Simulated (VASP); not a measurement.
# MgO (Cm) in VASP: single point with LDA

Aim: the single point of MgO with LDA.

Everything below comes from runs of VASP 6.6.1. Logs are shortened: lines on timing, memory, paths and dates and some standing lists are left out, and cuts for length are marked.

## (1) The cell of the first run

The structure is monoclinic, space group Cm (No. 8). The conventional cell has a = 5.884 Å, b = 5.884 Å, c = 4.161 Å, α = 90.00°, β = 90.00°, γ = 90.00°. Within 2.4 Å of Mg (site symmetry m) lie 6 O at 1.81 to 2.39 Å. Within 2.8 Å of Mg (site symmetry m) lie 6 O at 2.08 Å and 1 Mg at 2.53 Å. Mg (site symmetry 1) has 6 O at 2.08 Å and 12 Mg at 2.68 to 3.24 Å within 3.3 Å. Within 2.4 Å of O (site symmetry 1) lie 6 Mg at 1.81 to 2.39 Å. O (site symmetry m) has 6 Mg at 2.02 to 2.22 Å within 2.7 Å. O (site symmetry m) has 6 Mg at 2.08 Å within 2.8 Å.

## (2) Single point, LDA (atom 1 (Mg) moved by -0.416 Å along [1 1 0] and -0.104 Å along [0 0 1])

Input file INCAR:

```
ALGO = Normal
EDIFF = 1E-7
ENCUT = 520
ISIF = 2
ISMEAR = 0
LASPH = T
LCHARG = F
LREAL = F
LWAVE = F
NBANDS = 26
NELM = 80
PREC = Accurate
SIGMA = 0.05
```

Input file KPOINTS:

```
k-points
0
Gamma
  6 6 6
```

Input file POSCAR:

```
MgO
1.0
    4.1607146133      0.0000000000      0.0000000000
    0.0000000000     -4.1607146133      0.0000000000
    0.0000000000      0.0000000000     -4.1607146133
Mg O
4 4
Direct
   -0.0706985334      1.0706985334      1.0249957062
    0.5000000000      0.5000000000      1.0000000000
    0.5000000000      1.0000000000      0.5000000000
    0.0000000000      0.5000000000      0.5000000000
    0.5000000000      0.0000000000      0.0000000000
    0.0000000000      0.5000000000      0.0000000000
    0.0000000000      0.0000000000      0.5000000000
    0.5000000000      0.5000000000      0.5000000000
```

Potentials or basis: VASP PAW LDA potentials, release 64 (Mg, O).

Launch:

```bash
$ cat potpaw_LDA.64/Mg/POTCAR potpaw_LDA.64/O/POTCAR > POTCAR
$ mpirun -np 1 vasp_std > vasp.out
```

OUTCAR:

```text
EDIFF = 1E-7
   ENCUT = 520
   ISIF = 2
   ISMEAR = 0
   LASPH = T
   LREAL = F
   NELM = 80
   PREC = Accurate

 ion  position               nearest neighbor table
   1  0.929  0.071  0.025-   5 1.81   6 1.81   7 2.02   7 2.22   5 2.39   6 2.39   2 2.53   4 2.68
                             3 2.68   3 2.84   4 2.84   2 2.97   2 2.97   4 3.10   3 3.10   3 3.24
   2  0.500  0.500  0.000-   5 2.08   6 2.08   8 2.08   8 2.08   5 2.08   6 2.08   1 2.53   4 2.94
                             4 2.94   3 2.94   3 2.94   3 2.94   4 2.94   3 2.94   4 2.94   1 2.97
   3  0.500  0.000  0.500-   5 2.08   7 2.08   8 2.08   5 2.08   8 2.08   7 2.08   1 2.68   1 2.84
                             4 2.94   2 2.94   4 2.94   2 2.94   2 2.94   4 2.94   2 2.94   4 2.94
   4  0.000  0.500  0.500-   6 2.08   7 2.08   8 2.08   6 2.08   7 2.08   8 2.08   1 2.68   1 2.84
                             3 2.94   3 2.94   2 2.94   2 2.94   3 2.94   2 2.94   2 2.94   3 2.94
   5  0.500  0.000  0.000-   1 1.81   2 2.08   3 2.08   3 2.08   2 2.08   1 2.39
   6  0.000  0.500  0.000-   1 1.81   2 2.08   4 2.08   4 2.08   2 2.08   1 2.39
   7  0.000  0.000  0.500-   1 2.02   3 2.08   4 2.08   4 2.08   3 2.08   1 2.22
   8  0.500  0.500  0.500-   2 2.08   3 2.08   4 2.08   2 2.08   3 2.08   4 2.08

  LATTYP: Found a simple cubic cell.
 ALAT       =     4.1607146133

  Lattice vectors:

 A1 = (   4.1607146133,   0.0000000000,   0.0000000000)
 A2 = (   0.0000000000,  -4.1607146133,   0.0000000000)
 A3 = (   0.0000000000,   0.0000000000,  -4.1607146133)

Analysis of symmetry for initial positions (statically):
=====================================================================
 Subroutine PRICEL returns:
 Original cell was already a primitive cell.

 Routine SETGRP: Setting up the symmetry group for a
 simple cubic supercell.

 Subroutine GETGRP returns: Found  2 space group operations
 (whereof  2 operations were pure point group operations)
 out of a pool of 48 trial point group operations.

The static configuration has the point symmetry C_1h.

Analysis of symmetry for dynamics (positions and initial velocities):
=====================================================================
 Subroutine PRICEL returns:
 Original cell was already a primitive cell.

 Routine SETGRP: Setting up the symmetry group for a
 simple cubic supercell.

 Subroutine GETGRP returns: Found  2 space group operations
 (whereof  2 operations were pure point group operations)
 out of a pool of 48 trial point group operations.

The dynamic configuration has the point symmetry C_1h.

 Subroutine INISYM returns: Found  2 space group operations
[... 116 lines left out ...]
   ISYM   =      2    0-nonsym 1-usesym 2-fastsym
   POTIM  = 0.5000    time-step for ionic-motion
   TEBEG  =    0.0;   TEEND  =   0.0 temperature during run
   PSTRESS=    0.0 pullay stress
   NELECT =      32.0000    total number of electrons
   NUPDOWN=      -1.0000    fix difference up-down
   EMIN   =  10.00;   EMAX   =-10.00  energy-range for DOS
   EFERMI =   0.00;   METHOD = LEGACY
   ISMEAR =     0;   SIGMA  =   0.05  broadening in eV -4-tet -1-fermi 0-gaus
   EFERMI_NEDOS =   21; number of points for ismear=-14 and -15
   IALGO  =     38    algorithm
   IMIX   =      4    mixing-type and parameters
     AMIX     =   0.40;   BMIX     =  1.00
     AMIX_MAG =   1.60;   BMIX_MAG =  1.00
  volume/ion in A,a.u.               =       9.00        60.76
  Fermi-wavevector in a.u.,A,eV,Ry     =   1.249176  2.360600 21.231078  1.560440
  Thomas-Fermi vector in A             =   2.383228
   LORBIT       =      0    0 simple, 1 ext, 2 COOP (PROOUT), +10 PAW based schemes
   GGA     = CA    functional components
   LHFCALC =     F    Hartree Fock is set to
   AEXX    =    0.0000 exact exchange contribution
   IVDW    =     0    specifies the selected vdW correction
   LEPSILON=     F    determine dielectric tensor
   LRPA    =     F    only Hartree local field effects (RPA)
 non-spin polarized calculation
 Gauss-broadening in eV      SIGMA  =   0.05
  energy-cutoff  :      520.00
  volume of cell :       72.03
 maximum number of plane-waves:      1956
   NGX = 15   NGY = 15   NGZ = 15

 number of electron      32.0000014 magnetization

 Free energy of the ion-electron system (eV)
  ---------------------------------------------------
  ext. energy  EPLUGINS =         0.00000000
  ---------------------------------------------------
  free energy    TOTEN  =       -52.71767544 eV

  energy without entropy =      -52.71767544  energy(sigma->0) =      -52.71767544

 E-fermi :   3.4165     XC(G=0): -11.7491

 val. band max:        3.1454255785   @ k =   0.0000   0.0000   0.0000
 cond. band min:       8.1148595987   @ k =   0.0000   0.0000   0.0000
 fundamental gap:      4.9694340202
 Fermi energy:         3.4164699196

 k-point     1 :       0.0000    0.0000    0.0000
  band No.  band energies     occupation
      1     -14.0779      2.00000
      2     -12.4101      2.00000
      3     -12.3937      2.00000
      4     -12.2485      2.00000
      5      -1.1883      2.00000
      6      -1.1492      2.00000
[... 685 lines left out ...]
     25      15.7093      0.00000
     26      16.4380      0.00000

 [... further k-points ...]

------------------------ aborting loop because EDIFF is reached ----------------------------------------

  FORCE on cell =-STRESS in cart. coord.  units (eV):
  Direction    XX          YY          ZZ          XY          YZ          ZX
  --------------------------------------------------------------------------------------
  -------------------------------------------------------------------------------------
  Total        3.0391457      3.0391457     -0.2526567     -0.5347272     -0.1156216     -0.1156216
  in kB       67.6018085     67.6018085     -5.6200157    -11.8943053     -2.5718503     -2.5718502
  external PRESSURE =      43.1945338 kB  Pullay stress =       0.0000000 kB

 VOLUME and BASIS-vectors are now :
 -----------------------------------------------------------------------------
  energy-cutoff  :      520.00
  volume of cell :       72.03
      direct lattice vectors                 reciprocal lattice vectors
     4.160714613  0.000000000  0.000000000     0.240343329  0.000000000  0.000000000
     0.000000000 -4.160714613  0.000000000     0.000000000 -0.240343329  0.000000000
     0.000000000  0.000000000 -4.160714613     0.000000000  0.000000000 -0.240343329

 POSITION                                       TOTAL-FORCE (eV/Angst)
 -----------------------------------------------------------------------------------
      3.86656     -0.29416     -0.10400         3.708388      3.708388      0.810186
      2.08036     -2.08036      0.00000        -0.985693     -0.985693      0.117742
      2.08036      0.00000     -2.08036        -0.792671      0.277389     -0.330556
      0.00000     -2.08036     -2.08036         0.277389     -0.792671     -0.330556
      2.08036      0.00000      0.00000        -1.662618     -0.197923     -0.062321
      0.00000     -2.08036      0.00000        -0.197923     -1.662618     -0.062321
      0.00000      0.00000     -2.08036        -0.447873     -0.447873     -0.186002
      2.08036     -2.08036     -2.08036         0.101000      0.101000      0.043827
 -----------------------------------------------------------------------------------
    total drift:                                0.000289      0.000289      0.000127

  FREE ENERGIE OF THE ION-ELECTRON SYSTEM (eV)
  ---------------------------------------------------
  free  energy   TOTEN  =       -52.7176754352 eV

  energy  without entropy=      -52.7176754352  energy(sigma->0) =      -52.71767544
```

OSZICAR:

```text
N       E                     dE             d eps       ncg     rms          rms(c)
DAV:   1     0.136409309943E+03    0.13641E+03   -0.15856E+04  3560   0.113E+03
DAV:   2    -0.505313059891E+02   -0.18694E+03   -0.17904E+03  4660   0.249E+02
DAV:   3    -0.592935698983E+02   -0.87623E+01   -0.87250E+01  4582   0.530E+01
DAV:   4    -0.593396360480E+02   -0.46066E-01   -0.46045E-01  4024   0.445E+00
DAV:   5    -0.593398294235E+02   -0.19338E-03   -0.19336E-03  4192   0.290E-01    0.145E+01
DAV:   6    -0.529722010954E+02    0.63676E+01   -0.19917E+01  3732   0.278E+01    0.438E+00
DAV:   7    -0.528227121585E+02    0.14949E+00   -0.34501E-01  3640   0.411E+00    0.266E+00
DAV:   8    -0.527208277666E+02    0.10188E+00   -0.13799E-01  4022   0.320E+00    0.511E-01
DAV:   9    -0.527177582952E+02    0.30695E-02   -0.97601E-03  4266   0.712E-01    0.140E-01
DAV:  10    -0.527176974320E+02    0.60863E-04   -0.10871E-03  4032   0.222E-01    0.548E-02
DAV:  11    -0.527176784003E+02    0.19032E-04   -0.10588E-04  4186   0.815E-02    0.170E-02
DAV:  12    -0.527176767638E+02    0.16366E-05   -0.27887E-05  3842   0.410E-02    0.113E-02
DAV:  13    -0.527176755390E+02    0.12248E-05   -0.41027E-06  3954   0.146E-02    0.283E-03
DAV:  14    -0.527176754369E+02    0.10203E-06   -0.35219E-07  3954   0.574E-03    0.849E-04
DAV:  15    -0.527176754352E+02    0.17208E-08   -0.11591E-07  1938   0.227E-03
   1 F= -.52717675E+02 E0= -.52717675E+02  d E =-.225822E-16
```

stdout:

```text
POSCAR found type information on POSCAR MgO
 POSCAR found :  2 types and       8 ions
 scaLAPACK will be used
 LDA part: xc-table for (Slater(with rela. corr.)+CA(PZ))
 , standard interpolation
 POSCAR, INCAR and KPOINTS ok, starting setup
 FFT: planning ... GRIDC
 FFT: planning ... GRID_SOFT
 FFT: planning ... GRID
 WAVECAR not read
 entering main loop
```

Run time: 89 s. Hardware: 1 thread of AMD EPYC 7R13 (Zen 3), shared host; peak memory 0.19 GiB.

What came out:

```yaml
Free_energy: -52.7177 eV
Pressure: 4.3 GPa
Largest_force: 5.307 eV/Å
Band_gap_on_the_k_mesh: 4.97 eV
```

Forces in eV/Å, atoms in the order of the input:
```
Mg   3.708  3.708  0.810
Mg  -0.986 -0.986  0.118
Mg  -0.793  0.277 -0.331
Mg   0.277 -0.793 -0.331
O   -1.663 -0.198 -0.062
O   -0.198 -1.663 -0.062
O   -0.448 -0.448 -0.186
O    0.101  0.101  0.044
```

Levels at points of the mesh, in eV from the valence-band top:
| k point | band 12 | band 13 | band 14 | band 15 | band 16 | band 17 | band 18 | band 19 | band 20 | band 21 |
| --- | --- | --- | --- | --- | --- | --- | --- | --- | --- | --- |
| (0.00, 0.00, 0.00) | -1.38 | -1.37 | -0.07 | -0.05 | 0.00 | 4.97 | 8.73 | 8.95 | 9.07 | 9.84 |
| (0.50, 0.00, 0.00) | -1.81 | -0.88 | -0.87 | -0.75 | -0.70 | 8.06 | 8.40 | 10.45 | 11.18 | 11.37 |
| (0.00, 0.00, 0.50) | -1.78 | -0.91 | -0.79 | -0.76 | -0.75 | 8.24 | 8.35 | 10.56 | 10.86 | 11.58 |
| (0.50, 0.50, 0.00) | -1.88 | -0.88 | -0.72 | -0.69 | -0.55 | 9.23 | 9.61 | 9.67 | 9.93 | 11.07 |
| (0.00, 0.50, 0.50) | -1.94 | -0.81 | -0.78 | -0.72 | -0.52 | 9.35 | 9.51 | 9.73 | 9.86 | 11.27 |
| (0.50, 0.50, 0.50) | -0.79 | -0.71 | -0.67 | -0.55 | -0.50 | 7.76 | 7.95 | 7.98 | 8.08 | 12.32 |

Caveat: the cell differs from its parent crystal (atom 1 (Mg) moved by -0.416 Å along [1 1 0] and -0.104 Å along [0 0 1]); the cell stands under pressure; forces of over 1 eV/Å act on the atoms, so gaps and moduli don't describe the material at rest.
